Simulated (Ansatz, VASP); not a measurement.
Two plane-wave programs on KBr

Contents of INCAR:

```
SYSTEM = KBr
PREC = Accurate
ENCUT = 520
EDIFF = 1E-6
ISMEAR = 0
SIGMA = 0.05
LREAL = .False.
LASPH = .True.
NELM = 60
ALGO = Normal
ISIF = 2
LWAVE = .False.
LCHARG = .False.
GGA = PE
NBANDS = 15
```

Contents of KPOINTS:

```
Automatic mesh
0
Gamma
  6 6 6
  0 0 0
```

The input POSCAR:

```
KBr
1.0
    0.0000000000      3.0291000000      3.5559000000
    3.0291000000      0.0000000000      3.5559000000
    3.0291000000      3.0291000000      0.0000000000
K Br
1 1
Direct
    0.0000000000      0.0000000000      0.0000000000
    0.5000000000      0.5000000000      0.5000000000
```

Input for Ansatz:

```yaml
crystal:
  lattice:
    - [0.0, 3.0291, 3.5559]
    - [3.0291, 0.0, 3.5559]
    - [3.0291, 3.0291, 0.0]
  atoms:
    - { symbol: K, position: [0.0, 0.0, 0.0] }
    - { symbol: Br, position: [0.5, 0.5, 0.5] }
basis:
  ecutwfc: 420
kpoints:
  mp_grid: { grid: [6, 6, 6] }
hamiltonian:
  xc: pbe
scf:
  occupations: { method: gaussian, width: 0.05 }
output:
  forces: true
  stress: true
  eigenvalues: true
```

Change from the starting cell: strain -0.080 along x and y, +0.080 along z, atoms carried along.

Alike in both runs: task single point; functional PBE; k mesh 6 × 6 × 6; occupations gaussian, width 0.05 eV; no spin polarisation.

|  | VASP | Ansatz |
| --- | --- | --- |
| version | VASP 6.6.1 | Ansatz 0.2.0 |
| potentials or method | VASP PAW PBE potentials, release 64 (K_sv, Br), cutoff 520 eV | scalar-relativistic, plane waves, PAW |
| valence electrons in the cell | 16 | 16 |

VASP gave:

```
gap on the k mesh at the Fermi level (eV)                     : 4.55
least direct gap on the mesh (eV)                             : 4.55
pressure (GPa)                                                : 4.3
traceless stress, the component that is largest in VASP (GPa) : -4.74
```

Q: What did Ansatz give for the same quantities?

A: gap on the k mesh at the Fermi level (eV): 4.55; least direct gap on the mesh (eV): 4.55; pressure (GPa): 4.2; traceless stress, the component that is largest in VASP (GPa): -4.67.
